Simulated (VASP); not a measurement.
**CdF2: single point with PBEsol**

The system is CdF2.

```
Cd F
1.0
     0.00000    2.68387    2.68387
     2.68387    0.00000    2.68387
     2.68387    2.68387    0.00000
Cd F
1 2
Direct
  0.00000 0.00000 0.00000
  0.25000 0.25000 0.25000
  0.75000 0.75000 0.75000
```

```yaml
Program: VASP 6.6.1
Task: single point
Functional: PBEsol
Potentials_or_basis: VASP PAW PBE potentials, release 64 (Cd, F)
Cutoff: 520 eV
k_mesh: 6 × 6 × 6
Occupations: gaussian, width 0.01 eV
Spin: no spin polarisation
Dipole_correction: no
Further_INCAR_settings: ALGO = Normal; EDIFF = 1e-06; NBANDS = 20
```

```
Pressure               : 1.8 GPa
Band gap on the k mesh : 2.96 eV (least direct gap 3.42 eV)
```

Levels at points of the mesh, in eV from the valence-band top:
```csv
k point,band 9,band 10,band 11,band 12,band 13,band 14,band 15,band 16,band 17,band 18
"(0.00, 0.00, 0.00)",-1.00,-1.00,-0.46,-0.46,-0.46,2.96,12.57,12.57,12.57,17.51
"(0.50, 0.00, 0.00)",-2.36,-1.90,-1.90,-0.36,-0.36,7.16,9.02,14.43,14.43,18.08
"(0.50, 0.50, 0.00)",-3.06,-3.06,-0.51,-0.07,-0.07,7.99,9.54,11.73,14.23,14.23
```

It took 7 s on 1 thread of Intel(R) Xeon(R) 6975P-C (Granite Rapids) (shared host), peak memory 0.15 GiB.

Caveat: the PAW data sets were made with another functional, which shifts forces and pressure a little. A k mesh can miss the band edges.
